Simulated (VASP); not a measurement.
K:

```
CELL_PARAMETERS angstrom
-2.69756 2.69756 2.69756
2.69756 -2.69756 2.69756
2.69756 2.69756 -2.69756
ATOMIC_POSITIONS crystal
K 0.00000 0.00000 0.00000
```

```yaml
Program: VASP 6.6.1
Task: relaxation of cell and atoms
Functional: revPBE
Dispersion: D3(BJ)
Potentials_or_basis: VASP PAW PBE potentials, release 64 (K_sv)
Cutoff: 600 eV
k_mesh: 7 × 7 × 7
Occupations: fermi-dirac, width 0.05 eV
Spin: no spin polarisation
```

At the start: pressure -0.3 GPa; volume 78.52 Å³/atom.

Q: How do energy, volume and symmetry change on relaxing?

A: Over 6 steps the energy falls by 8.7 meV/atom and the volume is 70.83 Å³/atom (-9.8 %); space group Im-3m (No. 229, to 0.1 Å) before and after.

Step by step:
```tsv
step	energy change (eV)	largest force (eV/Å)	pressure (GPa)	volume (Å³)
1	0.0000	0.0000	-0.34	78.52
2	-0.0036	0.0000	-0.27	76.65
3	-0.0077	0.0000	-0.12	73.39
4	-0.0061	0.0000	0.23	67.16
5	-0.0087	0.0000	-0.01	71.06
6	-0.0087	0.0000	0.00	70.83
```

Final structure:
```yaml
crystal:
  lattice:
    - [-2.60646, 2.60646, 2.60646]
    - [2.60646, -2.60646, 2.60646]
    - [2.60646, 2.60646, -2.60646]
  atoms:
    - { symbol: K, position: [0.00000, 0.00000, 0.00000] }
```

Caveat: the PAW data sets were made with another functional, which shifts forces and pressure a little.
